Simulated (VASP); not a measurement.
Runs of VASP 6.6.1 on BaF2. The structure is that of space group Fm-3m (No. 225), or close to it. The cells are those of the table. 

```csv
cell,gap on the mesh (eV),pressure (GPa)
"a = 4.521 Å, angles 60.0°, 3 atoms",6.36,(c)
"a = 4.380 Å, angles 60.0°, 3 atoms",6.78,(b)
"a = 4.229 Å, angles 60.0°, 3 atoms",7.22,11.3
"a = 4.452 Å, angles 60.0°, 3 atoms",6.57,-0.4
"a = 4.306 Å, angles 60.0°, 3 atoms",7.00,(a)
```

Alike in all rows: task single point; level PBE; potentials or basis VASP PAW PBE potentials, release 64 (Ba_sv, F); no spin polarisation; k mesh 4 × 4 × 4; cutoff (eV) 600; smearing gaussian 0.01 eV.

**Question.** Estimate the missing entries.

**Answer.** (a) 6.3; (b) 2.5; (c) -2.6.

Caveats: all runs use coarse meshes; spin-orbit coupling is left out, which moves the levels of the heavy elements.

A k mesh can miss the band edges, and the runs leave out spin-orbit coupling on Ba.
